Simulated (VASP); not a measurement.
Crystal: BeTe.

```xyz
2
Lattice="0.0000 2.8319 2.8319 2.8319 0.0000 2.8319 2.8319 2.8319 0.0000" Properties=species:S:1:pos:R:3 pbc="T T T"
Be    0.0000    0.0000    0.0000
Te    1.4159    1.4159    1.4159
```

- Program: VASP 6.6.1
- Task: relaxation of cell and atoms
- Functional: PBE
- Dispersion: D3(BJ)
- Potentials or basis: VASP PAW PBE potentials, release 64 (Be, Te)
- Cutoff: 600 eV
- k mesh: 8 × 8 × 8
- Occupations: gaussian, width 0.02 eV
- Spin: no spin polarisation

At the start: pressure -2.4 GPa; volume 22.71 Å³/atom.

Q: Where does the relaxation end?

A: Over 3 steps the energy falls by 7.1 meV/atom and the volume is 21.78 Å³/atom (-4.1 %); space group F-43m (No. 216, to 0.1 Å) before and after.

The path:
| step | energy change (eV) | largest force (eV/Å) | pressure (GPa) | volume (Å³) |
| --- | --- | --- | --- | --- |
| 1 | 0.0000 | 0.0000 | -2.37 | 45.42 |
| 2 | -0.0137 | 0.0000 | 0.46 | 43.25 |
| 3 | -0.0142 | 0.0000 | 0.01 | 43.57 |

Final structure:
```cif
data_structure
_symmetry_space_group_name_H-M 'P 1'
_symmetry_Int_Tables_number 1
_cell_length_a 3.9497
_cell_length_b 3.9497
_cell_length_c 3.9497
_cell_angle_alpha 60.000
_cell_angle_beta 60.000
_cell_angle_gamma 60.000
_cell_volume 43.57
loop_
_atom_site_label
_atom_site_type_symbol
_atom_site_fract_x
_atom_site_fract_y
_atom_site_fract_z
_atom_site_occupancy
Be1 Be 0.00000 0.00000 0.00000 1
Te1 Te 0.25000 0.25000 0.25000 1
```
